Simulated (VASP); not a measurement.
Write the native input for VASP 6.6.1 that does the following.

* Task: single point
* Functional: PBEsol
* Potentials or basis: VASP PAW PBE potentials, release 64 (Si, O)
* Cutoff: 520 eV
* k mesh: 6 × 6 × 4
* Occupations: fermi-dirac, width 0.05 eV
* Spin: no spin polarisation
* Dipole correction: no
* Further INCAR settings: ALGO = Normal; EDIFF = 1e-06; NBANDS = 44

The structure of SiO2 lies in POSCAR:

```
SiO2
1.0
    4.9755888200      0.0000000000      0.0000000000
    0.0000000000      4.9755888200      0.0000000000
    0.0000000000      0.0000000000      6.9008894400
Si O
4 8
Direct
    0.8032465600      0.8032465600      0.5000000000
    0.6967534400      0.3032465600      0.2500000000
    0.3032465600      0.6967534400      0.7500000000
    0.1967534400      0.1967534400      0.0000000000
    0.7617576300      0.1103870700      0.4320415600
    0.8896129300      0.2382423700      0.0679584400
    0.1103870700      0.7617576300      0.5679584400
    0.2617576300      0.3896129300      0.8179584400
    0.2382423700      0.8896129300      0.9320415600
    0.7382423700      0.6103870700      0.3179584400
    0.3896129300      0.2617576300      0.1820415600
    0.6103870700      0.7382423700      0.6820415600
```

One way to write it, as run:

INCAR

```
SYSTEM = SiO2
  PREC = Accurate
  ENCUT = 520
  EDIFF = 1E-6
  ISMEAR = -1
  SIGMA = 0.05
  LREAL = .False.
  LASPH = .True.
  NELM = 80
  ALGO = Normal
  ISIF = 2
  LWAVE = .False.
  LCHARG = .False.
  GGA = PS
  NBANDS = 44
```

KPOINTS

```
Automatic mesh
0
Gamma
  6 6 4
  0 0 0
```

Potentials or basis: VASP PAW PBE potentials, release 64 (Si, O).

Command:

```sh
$ cat potpaw_PBE.64/Si/POTCAR potpaw_PBE.64/O/POTCAR > POTCAR
$ mpirun -np 1 vasp_std > vasp.out
```

Results of the run:

The pressure is 2.9 GPa. The largest force is 0.180 eV/Å and the band gap on the k mesh is 5.67 eV, direct.

Caveat: the PAW data sets were made with another functional, which shifts forces and pressure a little.

Run time: 5.2 min on 1 thread of Oxide Virtual Turin-like Processor, with other jobs on the host, peak memory 0.32 GiB.
